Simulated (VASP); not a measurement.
# SiNi (P2_13) in VASP: notebook

Aim: see how the results for SiNi move with the level of theory and the settings. Levels: LDA, PBEsol. Tasks: single point.

All numbers are computed with VASP 6.6.1; they aren't measurements. Logs are shortened: lines on timing, memory, paths and dates and some standing lists are left out, and cuts for length are marked.

## Step 1: The cell of the first run

Symmetry: P2_13, No. 198, cubic system. The conventional cell has a = 4.504 Å, b = 4.504 Å, c = 4.504 Å, α = 90.00°, β = 90.00°, γ = 90.00°. Within 3.1 Å of Ni (site symmetry 3) lie 7 Si at 2.36 to 2.44 Å and 6 Ni at 2.78 Å. Within 3.1 Å of Si (site symmetry 3) lie 7 Ni at 2.36 to 2.44 Å and 6 Si at 2.78 Å.

## Step 2: Single point, LDA, collinear spin, ferromagnetic start

INCAR

```
SYSTEM = SiNi
ALGO = Normal ; EDIFF = 1E-6
ENCUT = 520 ; ISIF = 2
ISMEAR = -1 ; ISPIN = 2
LASPH = .TRUE. ; LCHARG = .FALSE.
LMAXMIX = 4 ; LORBIT = 11
LREAL = .FALSE. ; LWAVE = .FALSE.
MAGMOM = 1 1 1 1 0 0 0 0 ; NBANDS = 42
NELM = 150 ; PREC = Accurate
SIGMA = 0.05
```

KPOINTS

```
k-points
0
G
  6 6 6
  0 0 0
```

POSCAR

```
SiNi
1.0
    4.5036940000      0.0000000000      0.0000000000
    0.0000000000      4.5036940000      0.0000000000
    0.0000000000      0.0000000000      4.5036940000
Ni Si
4 4
Direct
    0.1495040000      0.1495040000      0.1495040000
    0.6495040000      0.3504960000      0.8504960000
    0.8504960000      0.6495040000      0.3504960000
    0.3504960000      0.8504960000      0.6495040000
    0.8468300000      0.8468300000      0.8468300000
    0.3468300000      0.6531700000      0.1531700000
    0.1531700000      0.3468300000      0.6531700000
    0.6531700000      0.1531700000      0.3468300000
```

Potentials or basis: VASP PAW LDA potentials, release 64 (Ni, Si).

Started as:

```
$ cat potpaw_LDA.64/Ni/POTCAR potpaw_LDA.64/Si/POTCAR > POTCAR
$ mpirun -np 1 vasp_std > vasp.out
```

OUTCAR:

```text
SYSTEM = SiNi
   EDIFF = 1E-6
   ENCUT = 520
   ISIF = 2
   ISMEAR = -1
   ISPIN = 2
   LASPH = .TRUE.
   LORBIT = 11
   LREAL = .FALSE.
   NELM = 150
   PREC = Accurate

 ion  position               nearest neighbor table
   1  0.150  0.150  0.150-   5 2.36   6 2.41   7 2.41   8 2.41   6 2.44   7 2.44   8 2.44   2 2.78
                             4 2.78   4 2.78   2 2.78   3 2.78   3 2.78
   2  0.650  0.350  0.850-   6 2.36   5 2.41   7 2.41   8 2.41   7 2.44   8 2.44   5 2.44   3 2.78
                             1 2.78   3 2.78   1 2.78   4 2.78   4 2.78
   3  0.850  0.650  0.350-   7 2.36   6 2.41   5 2.41   8 2.41   8 2.44   5 2.44   6 2.44   2 2.78
                             2 2.78   4 2.78   4 2.78   1 2.78   1 2.78
   4  0.350  0.850  0.650-   8 2.36   6 2.41   7 2.41   5 2.41   6 2.44   7 2.44   5 2.44   1 2.78
                             1 2.78   3 2.78   3 2.78   2 2.78   2 2.78
   5  0.847  0.847  0.847-   1 2.36   2 2.41   3 2.41   4 2.41   2 2.44   3 2.44   4 2.44   6 2.78
                             7 2.78   8 2.78   8 2.78   7 2.78   6 2.78
   6  0.347  0.653  0.153-   2 2.36   1 2.41   3 2.41   4 2.41   3 2.44   4 2.44   1 2.44   8 2.78
                             5 2.78   7 2.78   7 2.78   8 2.78   5 2.78
   7  0.153  0.347  0.653-   3 2.36   2 2.41   1 2.41   4 2.41   4 2.44   1 2.44   2 2.44   8 2.78
                             5 2.78   6 2.78   5 2.78   6 2.78   8 2.78
   8  0.653  0.153  0.347-   4 2.36   2 2.41   3 2.41   1 2.41   2 2.44   3 2.44   1 2.44   7 2.78
                             5 2.78   5 2.78   6 2.78   6 2.78   7 2.78

  LATTYP: Found a simple cubic cell.
 ALAT       =     4.5036940000

  Lattice vectors:

 A1 = (   4.5036940000,   0.0000000000,   0.0000000000)
 A2 = (   0.0000000000,   4.5036940000,   0.0000000000)
 A3 = (   0.0000000000,   0.0000000000,   4.5036940000)

Analysis of symmetry for initial positions (statically):
=====================================================================
 Subroutine PRICEL returns:
 Original cell was already a primitive cell.

 Routine SETGRP: Setting up the symmetry group for a
 simple cubic supercell.

 Subroutine GETGRP returns: Found 12 space group operations
 (whereof  3 operations were pure point group operations)
 out of a pool of 48 trial point group operations.

The static configuration has the point symmetry C_3 .
 The point group associated with its full space group is T   .

Analysis of symmetry for dynamics (positions and initial velocities):
=====================================================================
 Subroutine PRICEL returns:
 Original cell was already a primitive cell.

 Routine SETGRP: Setting up the symmetry group for a
 simple cubic supercell.

 Subroutine GETGRP returns: Found 12 space group operations
 (whereof  3 operations were pure point group operations)
 out of a pool of 48 trial point group operations.

The dynamic configuration has the point symmetry C_3 .
 The point group associated with its full space group is T   .

Analysis of structural, dynamic, and magnetic symmetry:
=====================================================================
 Subroutine PRICEL returns:
 Original cell was already a primitive cell.

 Routine SETGRP: Setting up the symmetry group for a
 simple cubic supercell.

 Subroutine GETGRP returns: Found 12 space group operations
 (whereof  3 operations were pure point group operations)
 out of a pool of 48 trial point group operations.

The overall configuration has the point symmetry C_3 .
 The point group associated with its full space group is T   .

 Subroutine INISYM returns: Found 12 space group operations
 (whereof  3 operations are pure point group operations),
 and found     1 'primitive' translations

----------------------------------------------------------------------------------------

                                     Primitive cell

  volume of cell :      91.3496

  direct lattice vectors                    reciprocal lattice vectors
     4.503694000  0.000000000  0.000000000     0.222039952  0.000000000  0.000000000
     0.000000000  4.503694000  0.000000000     0.000000000  0.222039952  0.000000000
     0.000000000  0.000000000  4.503694000     0.000000000  0.000000000  0.222039952

  length of vectors
     4.503694000  4.503694000  4.503694000     0.222039952  0.222039952  0.222039952

  position of ions in fractional coordinates (direct lattice)
     0.149504000  0.149504000  0.149504000
[... 80 lines left out ...]
   PREC   = accura    normal or accurate (medium, high low for compatibility)
   ISTART =      0    job   : 0-new  1-cont  2-samecut
   ICHARG =      2    charge: 1-file 2-atom 10-const
   ISPIN  =      2    spin polarized calculation?
   LNONCOLLINEAR =      F non collinear calculations
   LSORBIT =      F    spin-orbit coupling
   LASPH  =      T    aspherical Exc in radial PAW
   ENCUT  =  520.0 eV  38.22 Ry    6.18 a.u.   8.37  8.37  8.37*2*pi/ulx,y,z
   NELM   =    150;   NELMIN=  2; NELMDL= -5     # of ELM steps
   EDIFF  = 0.1E-05   stopping-criterion for ELM
   LREAL  =      F    real-space projection
   EDIFFG = 0.1E-04   stopping-criterion for IOM
   NSW    =      0    number of steps for IOM
   IBRION =     -1    ionic relax: 0-MD 1-quasi-New 2-CG
   NFREE  =      0    steps in history (QN), initial steepest desc. (CG)
   ISIF   =      2    stress and relaxation
   ISYM   =      2    0-nonsym 1-usesym 2-fastsym
   POTIM  = 0.5000    time-step for ionic-motion
   TEBEG  =    0.0;   TEEND  =   0.0 temperature during run
   PSTRESS=    0.0 pullay stress
   NELECT =      56.0000    total number of electrons
   NUPDOWN=      -1.0000    fix difference up-down
   EMIN   =  10.00;   EMAX   =-10.00  energy-range for DOS
   EFERMI =   0.00;   METHOD = LEGACY
   ISMEAR =    -1;   SIGMA  =   0.05  broadening in eV -4-tet -1-fermi 0-gaus
   EFERMI_NEDOS =   21; number of points for ismear=-14 and -15
   IALGO  =     38    algorithm
   IMIX   =      4    mixing-type and parameters
     AMIX     =   0.40;   BMIX     =  1.00
     AMIX_MAG =   1.60;   BMIX_MAG =  1.00
  volume/ion in A,a.u.               =      11.42        77.06
  Fermi-wavevector in a.u.,A,eV,Ry     =   1.390706  2.628053 26.314523  1.934063
  Thomas-Fermi vector in A             =   2.514615
   LORBIT       =     11    0 simple, 1 ext, 2 COOP (PROOUT), +10 PAW based schemes
   GGA     = CA    functional components
   LHFCALC =     F    Hartree Fock is set to
   AEXX    =    0.0000 exact exchange contribution
   IVDW    =     0    specifies the selected vdW correction
   LEPSILON=     F    determine dielectric tensor
   LRPA    =     F    only Hartree local field effects (RPA)
 spin polarized calculation
  energy-cutoff  :      520.00
  volume of cell :       91.35
 maximum number of plane-waves:      2517
 NGX is ok and might be reduce to    36
   NGX = 17   NGY = 17   NGZ = 17

 number of electron      55.9999997 magnetization      -0.0001309

 number of electron      55.9999997 magnetization       0.0002573

 Free energy of the ion-electron system (eV)
  ---------------------------------------------------
  ext. energy  EPLUGINS =         0.00000000
  ---------------------------------------------------
  free energy    TOTEN  =       -54.14473314 eV

  energy without entropy =      -54.12124461  energy(sigma->0) =      -54.13298887

 E-fermi :  11.7415     XC(G=0): -12.7635

 val. band max:       11.6615735538   @ k =   0.3333   0.0000   0.0000
 cond. band min:      11.7523501645   @ k =   0.3333   0.0000   0.0000
 fundamental gap:      0.0907766108
 Fermi energy:        11.7415027787

 spin component 1

 k-point     1 :       0.0000    0.0000    0.0000
  band No.  band energies     occupation
      1      -2.3458      1.00000
      2       3.0321      1.00000
      3       3.0321      1.00000
      4       3.0321      1.00000
      5       5.5463      1.00000
      6       5.5463      1.00000
[... 1021 lines left out ...]
     39      18.3294      0.00000
     40      18.3294      0.00000
 Fermi energy:        11.7415027787

 spin component 2

 k-point     1 :       0.0000    0.0000    0.0000
  band No.  band energies     occupation
      1      -2.3458      1.00000
      2       3.0321      1.00000
      3       3.0321      1.00000
      4       3.0321      1.00000
      5       5.5463      1.00000
      6       5.5463      1.00000
[... 1021 lines left out ...]
     39      18.3294      0.00000
     40      18.3294      0.00000
 [bands above 40 left out]

------------------------ aborting loop because EDIFF is reached ----------------------------------------

  FORCE on cell =-STRESS in cart. coord.  units (eV):
  Direction    XX          YY          ZZ          XY          YZ          ZX
  --------------------------------------------------------------------------------------
  -------------------------------------------------------------------------------------
  Total       -5.2035105     -5.2035105     -5.2035105      0.0000000     -0.0000000      0.0000000
  in kB      -91.2641875    -91.2641875    -91.2641875      0.0000000     -0.0000000      0.0000000
  external PRESSURE =     -91.2641875 kB  Pullay stress =       0.0000000 kB

 VOLUME and BASIS-vectors are now :
 -----------------------------------------------------------------------------
  energy-cutoff  :      520.00
  volume of cell :       91.35
      direct lattice vectors                 reciprocal lattice vectors
     4.503694000  0.000000000  0.000000000     0.222039952  0.000000000  0.000000000
     0.000000000  4.503694000  0.000000000     0.000000000  0.222039952  0.000000000
     0.000000000  0.000000000  4.503694000     0.000000000  0.000000000  0.222039952

 POSITION                                       TOTAL-FORCE (eV/Angst)
 -----------------------------------------------------------------------------------
      0.67332      0.67332      0.67332        -0.029399     -0.029399     -0.029399
      2.92517      1.57853      3.83037        -0.029399      0.029399      0.029399
      3.83037      2.92517      1.57853         0.029399     -0.029399      0.029399
      1.57853      3.83037      2.92517         0.029399      0.029399     -0.029399
      3.81386      3.81386      3.81386        -0.034612     -0.034612     -0.034612
      1.56202      2.94168      0.68983        -0.034612      0.034612      0.034612
      0.68983      1.56202      2.94168         0.034612     -0.034612      0.034612
      2.94168      0.68983      1.56202         0.034612      0.034612     -0.034612
 -----------------------------------------------------------------------------------
    total drift:                               -0.000000     -0.000000     -0.000000

  FREE ENERGIE OF THE ION-ELECTRON SYSTEM (eV)
  ---------------------------------------------------
  free  energy   TOTEN  =       -54.1447331354 eV

  energy  without entropy=      -54.1212446125  energy(sigma->0) =      -54.13298887

 total charge

# of ion       s       p       d       tot
------------------------------------------
    1        0.459   0.603   8.513   9.575
    2        0.459   0.603   8.513   9.575
    3        0.459   0.603   8.513   9.575
    4        0.459   0.603   8.513   9.575
    5        0.746   0.849   0.000   1.595
    6        0.746   0.849   0.000   1.595
    7        0.746   0.849   0.000   1.595
    8        0.746   0.849   0.000   1.595
--------------------------------------------------
tot          4.821   5.806  34.054  44.681

 magnetization (x)

# of ion       s       p       d       tot
------------------------------------------
    1       -0.000   0.000   0.000   0.000
    2       -0.000   0.000   0.000   0.000
    3       -0.000   0.000   0.000   0.000
    4       -0.000   0.000   0.000   0.000
    5        0.000  -0.000   0.000  -0.000
    6        0.000  -0.000   0.000  -0.000
    7        0.000  -0.000   0.000  -0.000
    8        0.000  -0.000   0.000  -0.000
--------------------------------------------------
tot          0.000  -0.000   0.000   0.000
```

Wall time 2.5 min (1 thread of Intel Xeon Platinum 8259CL at 2.50GHz (Skylake/Cascade Lake), shared host); peak memory 0.26 GiB.

Results:

- Free energy: -54.1447 eV
- Pressure: -9.1 GPa
- Largest force: 0.060 eV/Å
- Band gap on the k mesh: zero (filled and empty bands overlap)
- Net moment: 0.00 μB per cell
- Valence electrons inside the program's atomic spheres: Ni 9.57; Si 1.59

Forces on the atoms (eV/Å):
```
Ni  -0.029 -0.029 -0.029
Ni  -0.029  0.029  0.029
Ni   0.029 -0.029  0.029
Ni   0.029  0.029 -0.029
Si  -0.035 -0.035 -0.035
Si  -0.035  0.035  0.035
Si   0.035 -0.035  0.035
Si   0.035  0.035 -0.035
```

Levels at points of the mesh, in eV from the Fermi level:
Spin up:
| k point | band 25 | band 26 | band 27 | band 28 | band 29 | band 30 | band 31 | band 32 |
| --- | --- | --- | --- | --- | --- | --- | --- | --- |
| (0.00, 0.00, 0.00) | -1.59 | -1.59 | -1.59 | 1.00 | 1.00 | 1.00 | 1.43 | 1.43 |
| (0.50, 0.00, 0.00) | -1.96 | -1.96 | -0.57 | -0.57 | -0.18 | -0.18 | 2.77 | 2.77 |
| (0.50, 0.50, 0.00) | -1.48 | -1.48 | -0.94 | -0.94 | 0.36 | 0.36 | 0.90 | 0.90 |
| (0.50, 0.50, 0.50) | -1.75 | -1.75 | -1.75 | -1.75 | 4.17 | 4.17 | 4.17 | 4.17 |
Spin down:
| k point | band 24 | band 25 | band 26 | band 27 | band 28 | band 29 | band 30 | band 31 | band 32 | band 33 |
| --- | --- | --- | --- | --- | --- | --- | --- | --- | --- | --- |
| (0.00, 0.00, 0.00) | -2.23 | -1.59 | -1.59 | -1.59 | 1.00 | 1.00 | 1.00 | 1.43 | 1.43 | 2.06 |
| (0.50, 0.00, 0.00) | -2.10 | -1.96 | -1.96 | -0.57 | -0.57 | -0.18 | -0.18 | 2.77 | 2.77 | 2.92 |
| (0.50, 0.50, 0.00) | -2.39 | -1.48 | -1.48 | -0.94 | -0.94 | 0.36 | 0.36 | 0.90 | 0.90 | 3.94 |
| (0.50, 0.50, 0.50) | -2.62 | -1.75 | -1.75 | -1.75 | -1.75 | 4.17 | 4.17 | 4.17 | 4.17 | 4.55 |

## Step 3: Single point, PBEsol, collinear spin, ferromagnetic start

INCAR

```
SYSTEM = SiNi
PREC = Accurate
ENCUT = 520
EDIFF = 1E-7
ISMEAR = -1
SIGMA = 0.05
LREAL = .FALSE.
LASPH = .TRUE.
NELM = 150
ALGO = Normal
ISIF = 2
LWAVE = .FALSE.
LCHARG = .FALSE.
ISPIN = 2
MAGMOM = 0.25 0.25 0.25 0.25 0 0 0 0
LORBIT = 11
NUPDOWN = 1.0
LMAXMIX = 4
GGA = PS
NBANDS = 42
```

KPOINTS

```
Automatic mesh
0
G
  5 5 5
  0 0 0
```

POSCAR is that of step 2.

Potentials or basis: VASP PAW PBE potentials, release 64 (Ni, Si).

Started as:

```
$ cat potpaw_PBE.64/Ni/POTCAR potpaw_PBE.64/Si/POTCAR > POTCAR
$ mpirun -np 1 vasp_std > vasp.out
```

Wall time 51 s (1 thread of Intel Xeon 6975P-C (Granite Rapids), shared host); peak memory 0.26 GiB.

Results (log left out):

* Free energy: -51.4143 eV
* Pressure: -3.9 GPa
* Largest force: 0.039 eV/Å
* Net moment: 1.00 μB per cell
* Site moments: Ni +0.17; Si +0.04 μB
* Valence electrons inside the program's atomic spheres: Ni 9.56; Si 1.58

Forces on the atoms (eV/Å):
```
Ni  -0.022 -0.022 -0.022
Ni  -0.022  0.022  0.022
Ni   0.022 -0.022  0.022
Ni   0.022  0.022 -0.022
Si  -0.016 -0.016 -0.016
Si  -0.016  0.016  0.016
Si   0.016 -0.016  0.016
Si   0.016  0.016 -0.016
```

Caveat: the PAW data sets were made with another functional, which shifts forces and pressure a little; the total moment is fixed, so each spin has its own Fermi level.
